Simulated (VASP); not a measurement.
# Cu (Fm-3m) in VASP: a series of runs, part 2 of 3

VASP 6.6.1.

### 3 Single point, revPBE

This run uses another cell than the first one, of 11.10 Å³/atom, 0.940 times its volume.

File INCAR:

```
PREC     = Accurate       # precision mode
ENCUT    = 520            # plane-wave cutoff, eV
EDIFF    = 1E-6           # SCF threshold, eV
ISMEAR   = -1             # smearing method
SIGMA    = 0.05           # smearing width, eV
LREAL    = F              # projectors in reciprocal space
LASPH    = T              # aspherical terms in the spheres
NELM     = 100            # most SCF steps
ALGO     = Fast           # electronic algorithm
ISIF     = 2              # what is computed and relaxed
LWAVE    = F              # write WAVECAR
LCHARG   = F              # write CHGCAR
GGA      = RE             # functional
NBANDS   = 12             # bands
```

File KPOINTS:

```
regular mesh
0
Gamma
  13 13 13
```

File POSCAR:

```
Cu
1.0
    0.0000000000      1.7706018915      1.7706018915
    1.7706018915      0.0000000000      1.7706018915
    1.7706018915      1.7706018915      0.0000000000
Cu
1
Direct
    0.0000000000      0.0000000000      0.0000000000
```

Potentials or basis: VASP PAW PBE potentials, release 64 (Cu).

Started as:

```sh
$ cat potpaw_PBE.64/Cu/POTCAR > POTCAR
$ mpirun -np 1 vasp_std > vasp.out
```

Run time: 6.5 s. Hardware: 1 thread of Intel Xeon 6975P-C (Granite Rapids), shared host; peak memory 0.12 GiB.

The run converged. Its results:

```yaml
Free_energy: -3.2948 eV
Pressure: 17.2 GPa
```

Levels at points of the mesh, in eV from the Fermi level:
```
           k point  band 2  band 3  band 4  band 5  band 6  band 7  band 8  band 9  band 10  band 11
(0.00, 0.00, 0.00)   -3.42   -3.42   -3.42   -2.52   -2.52   22.85   26.05   26.05    26.05    28.59
```

Caveat: the PAW data sets were made with another functional, which shifts forces and pressure a little.

### 4 Single point, revPBE

This run uses another cell than the first one, of 11.34 Å³/atom, 0.960 times its volume.

File INCAR:

```
PREC = Accurate
ENCUT = 520
EDIFF = 1E-6
ISMEAR = -1
SIGMA = 0.05
LREAL = F
LASPH = T
NELM = 80
ALGO = Fast
ISIF = 2
LWAVE = F
LCHARG = T
GGA = RE
LELF = T
LVHAR = T
NBANDS = 12
```

KPOINTS is that of step 3.

File POSCAR:

```
Cu
1.0
    0.0000000000      1.7830713297      1.7830713297
    1.7830713297      0.0000000000      1.7830713297
    1.7830713297      1.7830713297      0.0000000000
Cu
1
Direct
    0.0000000000      0.0000000000      0.0000000000
```

Potentials or basis: VASP PAW PBE potentials, release 64 (Cu).

Started as:

```sh
$ cat potpaw_PBE.64/Cu/POTCAR > POTCAR
$ mpirun -np 1 vasp_std > vasp.out
```

OUTCAR:

```text
PREC = Accurate
   ENCUT = 520
   EDIFF = 1E-6
   ISMEAR = -1
   LREAL = F
   LASPH = T
   NELM = 80
   ISIF = 2
   GGA = RE

 ion  position               nearest neighbor table
   1  0.000  0.000  0.000-

  LATTYP: Found a face centered cubic cell.
 ALAT       =     3.5661426594

  Lattice vectors:

 A1 = (   0.0000000000,   1.7830713297,   1.7830713297)
 A2 = (   1.7830713297,   0.0000000000,   1.7830713297)
 A3 = (   1.7830713297,   1.7830713297,   0.0000000000)

Analysis of symmetry for initial positions (statically):
=====================================================================
 Subroutine PRICEL returns:
 Original cell was already a primitive cell.

 Routine SETGRP: Setting up the symmetry group for a
 face centered cubic supercell.

 Subroutine GETGRP returns: Found 48 space group operations
[... 9 lines left out ...]

 Routine SETGRP: Setting up the symmetry group for a
 face centered cubic supercell.

 Subroutine GETGRP returns: Found 48 space group operations
[... 11 lines left out ...]
                                     Primitive cell

  volume of cell :      11.3380

  direct lattice vectors                    reciprocal lattice vectors
     0.000000000  1.783071330  1.783071330    -0.280415030  0.280415030  0.280415030
     1.783071330  0.000000000  1.783071330     0.280415030 -0.280415030  0.280415030
     1.783071330  1.783071330  0.000000000     0.280415030  0.280415030 -0.280415030

  length of vectors
     2.521643657  2.521643657  2.521643657     0.485693079  0.485693079  0.485693079

  position of ions in fractional coordinates (direct lattice)
     0.000000000  0.000000000  0.000000000

  ion indices of the primitive-cell ions
   primitive index   ion index
                 1           1

----------------------------------------------------------------------------------------

 KPOINTS: regular mesh

Automatic generation of k-mesh.
 Grid dimensions read from file:
 generate k-points for:   13   13   13

 Generating k-lattice:

  Cartesian coordinates                     Fractional coordinates (reciprocal lattice)
    -0.021570387  0.021570387  0.021570387     0.076923077  0.000000000  0.000000000
     0.021570387 -0.021570387  0.021570387     0.000000000  0.076923077  0.000000000
     0.021570387  0.021570387 -0.021570387     0.000000000  0.000000000  0.076923077

  Length of vectors
     0.037361006  0.037361006  0.037361006

  Shift w.r.t. Gamma in fractional coordinates (k-lattice)
     0.000000000  0.000000000  0.000000000

 Subroutine IBZKPT returns following result:
 ===========================================

 Found     84 irreducible k-points:

 Following reciprocal coordinates:
            Coordinates               Weight
  0.000000  0.000000  0.000000      1.000000
  0.076923  0.000000  0.000000      8.000000
  0.153846  0.000000  0.000000      8.000000
  0.230769  0.000000  0.000000      8.000000
  0.307692  0.000000  0.000000      8.000000
  0.384615  0.000000  0.000000      8.000000
[... 16 lines left out ...]
  0.384615  0.153846  0.000000     24.000000
  0.461538  0.153846  0.000000     24.000000
 [... further k-points ...]
   k-points           NKPTS =     84   k-points in BZ     NKDIM =     84   number of bands    NBANDS=     12
   number of dos      NEDOS =    301   number of ions     NIONS =      1
   total plane-waves  NPLWV =   8000
   dimension x,y,z NGX =    20 NGY =   20 NGZ =   20
   dimension x,y,z NGXF=    40 NGYF=   40 NGZF=   40
   ions per type =               1
   NGX,Y,Z   is equivalent  to a cutoff of  13.19, 13.19, 13.19 a.u.
   NGXF,Y,Z  is equivalent  to a cutoff of  26.37, 26.37, 26.37 a.u.
 SYSTEM =  unknown system
   PREC   = accura    normal or accurate (medium, high low for compatibility)
   ISTART =      0    job   : 0-new  1-cont  2-samecut
   ICHARG =      2    charge: 1-file 2-atom 10-const
   ISPIN  =      1    spin polarized calculation?
   LNONCOLLINEAR =      F non collinear calculations
   LSORBIT =      F    spin-orbit coupling
   LASPH  =      T    aspherical Exc in radial PAW
   ENCUT  =  520.0 eV  38.22 Ry    6.18 a.u.   4.69  4.69  4.69*2*pi/ulx,y,z
   NELM   =     80;   NELMIN=  2; NELMDL= -5     # of ELM steps
   EDIFF  = 0.1E-05   stopping-criterion for ELM
   LREAL  =      F    real-space projection
   EDIFFG = 0.1E-04   stopping-criterion for IOM
   NSW    =      0    number of steps for IOM
   IBRION =     -1    ionic relax: 0-MD 1-quasi-New 2-CG
   NFREE  =      0    steps in history (QN), initial steepest desc. (CG)
   ISIF   =      2    stress and relaxation
   ISYM   =      2    0-nonsym 1-usesym 2-fastsym
   POTIM  = 0.5000    time-step for ionic-motion
   TEBEG  =    0.0;   TEEND  =   0.0 temperature during run
   PSTRESS=    0.0 pullay stress
   NELECT =      11.0000    total number of electrons
   NUPDOWN=      -1.0000    fix difference up-down
   EMIN   =  10.00;   EMAX   =-10.00  energy-range for DOS
   EFERMI =   0.00;   METHOD = LEGACY
   ISMEAR =    -1;   SIGMA  =   0.05  broadening in eV -4-tet -1-fermi 0-gaus
   EFERMI_NEDOS =   21; number of points for ismear=-14 and -15
   IALGO  =     68    algorithm
   IMIX   =      4    mixing-type and parameters
     AMIX     =   0.40;   BMIX     =  1.00
     AMIX_MAG =   1.60;   BMIX_MAG =  1.00
  volume/ion in A,a.u.               =      11.34        76.51
  Fermi-wavevector in a.u.,A,eV,Ry     =   1.620667  3.062616 35.736521  2.626560
  Thomas-Fermi vector in A             =   2.714568
   LORBIT       =      0    0 simple, 1 ext, 2 COOP (PROOUT), +10 PAW based schemes
   GGA     = RE    functional components
   LHFCALC =     F    Hartree Fock is set to
   AEXX    =    0.0000 exact exchange contribution
   IVDW    =     0    specifies the selected vdW correction
   LEPSILON=     F    determine dielectric tensor
   LRPA    =     F    only Hartree local field effects (RPA)
 non-spin polarized calculation
 RMM-DIIS sequential band-by-band and
  energy-cutoff  :      520.00
  volume of cell :       11.34
 maximum number of plane-waves:       322
   NGX =  9   NGY =  9   NGZ =  9

 number of electron      11.0000013 magnetization

 Free energy of the ion-electron system (eV)
  ---------------------------------------------------
  ext. energy  EPLUGINS =         0.00000000
  ---------------------------------------------------
  free energy    TOTEN  =        -3.31688179 eV

  energy without entropy =       -3.31414868  energy(sigma->0) =       -3.31551523

 E-fermi :   8.4028     XC(G=0): -12.8661

 val. band max:        8.2165486765   @ k =   0.4615   0.2308   0.0000
 cond. band min:       8.4232467542   @ k =   0.4615   0.3077   0.0000
 fundamental gap:      0.2066980777
 Fermi energy:         8.4028474606

 k-point     1 :       0.0000    0.0000    0.0000
  band No.  band energies     occupation
      1      -1.4458      2.00000
      2       5.0571      2.00000
      3       5.0571      2.00000
      4       5.0571      2.00000
      5       5.9300      2.00000
      6       5.9300      2.00000
      7      31.0946      0.00000
      8      34.1242      0.00000
      9      34.1242      0.00000
     10      34.1242      0.00000
     11      36.6341      0.00000
     12      36.6341      0.00000

 k-point     2 :       0.0769    0.0000    0.0000
  band No.  band energies     occupation
      1      -1.2243      2.00000
      2       5.0088      2.00000
      3       5.0993      2.00000
      4       5.0993      2.00000
      5       5.9136      2.00000
      6       5.9136      2.00000
      7      29.7882      0.00000
      8      32.2299      0.00000
      9      33.5024      0.00000
     10      33.5024      0.00000
     11      37.5503      0.00000
     12      37.5504      0.00000

 k-point     3 :       0.1538    0.0000    0.0000
  band No.  band energies     occupation
      1      -0.5753      2.00000
      2       4.8907      2.00000
      3       5.1904      2.00000
      4       5.1904      2.00000
      5       5.8979      2.00000
      6       5.8979      2.00000
      7      25.9600      0.00000
      8      31.6851      0.00000
      9      32.5778      0.00000
     10      32.5778      0.00000
     11      38.4140      0.00000
     12      38.9228      0.00000
[... 286 lines left out ...]
 k-point    23 :       0.3846    0.1538    0.0000
  band No.  band energies     occupation
      1       2.5566      2.00000
      2       4.4964      2.00000
      3       5.0003      2.00000
      4       5.4273      2.00000
      5       6.4528      2.00000
      6       6.7535      2.00000
      7      17.6769      0.00000
      8      26.7441      0.00000
      9      26.8574      0.00000
     10      29.3640      0.00000
     11      38.4848      0.00000
     12      39.7748      0.00000

 k-point    24 :       0.4615    0.1538    0.0000
  band No.  band energies     occupation
      1       3.1758      2.00000
      2       4.6659      2.00000
      3       5.0622      2.00000
      4       5.3470      2.00000
      5       6.5510      2.00000
      6       7.8741      1.99995
      7      14.5223      0.00000
      8      25.4851      0.00000
      9      26.9355      0.00000
     10      29.1376      0.00000
     11      39.0997      0.00000
     12      39.1185      0.00000

 [... further k-points ...]
[... 5 lines left out ...]
  --------------------------------------------------------------------------------------
  -------------------------------------------------------------------------------------
  Total        0.9187779      0.9187779      0.9187779     -0.0000000     -0.0000000      0.0000000
  in kB      129.8329680    129.8329680    129.8329680     -0.0000000     -0.0000000      0.0000000
  external PRESSURE =     129.8329680 kB  Pullay stress =       0.0000000 kB

 VOLUME and BASIS-vectors are now :
 -----------------------------------------------------------------------------
  energy-cutoff  :      520.00
  volume of cell :       11.34
      direct lattice vectors                 reciprocal lattice vectors
     0.000000000  1.783071330  1.783071330    -0.280415030  0.280415030  0.280415030
     1.783071330  0.000000000  1.783071330     0.280415030 -0.280415030  0.280415030
     1.783071330  1.783071330  0.000000000     0.280415030  0.280415030 -0.280415030

 POSITION                                       TOTAL-FORCE (eV/Angst)
 -----------------------------------------------------------------------------------
      0.00000      0.00000      0.00000        -0.000000      0.000000      0.000000
 -----------------------------------------------------------------------------------
    total drift:                                0.000000      0.000000      0.000000

  FREE ENERGIE OF THE ION-ELECTRON SYSTEM (eV)
  ---------------------------------------------------
  free  energy   TOTEN  =        -3.3168817890 eV

  energy  without entropy=       -3.3141486763  energy(sigma->0) =       -3.31551523
```

OSZICAR:

```text
N       E                     dE             d eps       ncg     rms          rms(c)
DAV:   1     0.425074021054E+02    0.42507E+02   -0.54681E+03  2252   0.156E+03
DAV:   2    -0.287452628753E+01   -0.45382E+02   -0.41915E+02  2064   0.210E+02
DAV:   3    -0.415945581235E+01   -0.12849E+01   -0.12798E+01  2384   0.393E+01
DAV:   4    -0.416679740617E+01   -0.73416E-02   -0.73407E-02  2264   0.267E+00
DAV:   5    -0.416686518227E+01   -0.67776E-04   -0.67774E-04  2392   0.259E-01    0.749E+00
RMM:   6    -0.360406736626E+01    0.56280E+00   -0.27469E+00  2521   0.308E+01    0.390E+00
RMM:   7    -0.333201262579E+01    0.27205E+00   -0.37457E-01  2521   0.109E+01    0.103E+00
RMM:   8    -0.331817288660E+01    0.13840E-01   -0.11353E-02  2588   0.113E+00    0.306E-01
RMM:   9    -0.331680001904E+01    0.13729E-02   -0.31949E-03  2626   0.110E+00    0.212E-02
RMM:  10    -0.331688269984E+01   -0.82681E-04   -0.49087E-04  2696   0.260E-01    0.209E-02
RMM:  11    -0.331687945312E+01    0.32467E-05   -0.79902E-05  2647   0.155E-01    0.182E-02
RMM:  12    -0.331688148670E+01   -0.20336E-05   -0.25611E-05  2779   0.592E-02    0.404E-03
RMM:  13    -0.331688178896E+01   -0.30226E-06   -0.36832E-06  2003   0.204E-02
   1 F= -.33168818E+01 E0= -.33155152E+01  d E =-.273311E-02
```

Run time: 6.9 s. Hardware: 1 thread of Intel Xeon 6975P-C (Granite Rapids), shared host; peak memory 0.12 GiB.

What came out:

| Property | Result |
| --- | --- |
| Free energy | -3.3169 eV |
| Pressure | 13.0 GPa |

Caveat: the PAW data sets were made with another functional, which shifts forces and pressure a little.

(Part 2 of 3 ends here.)
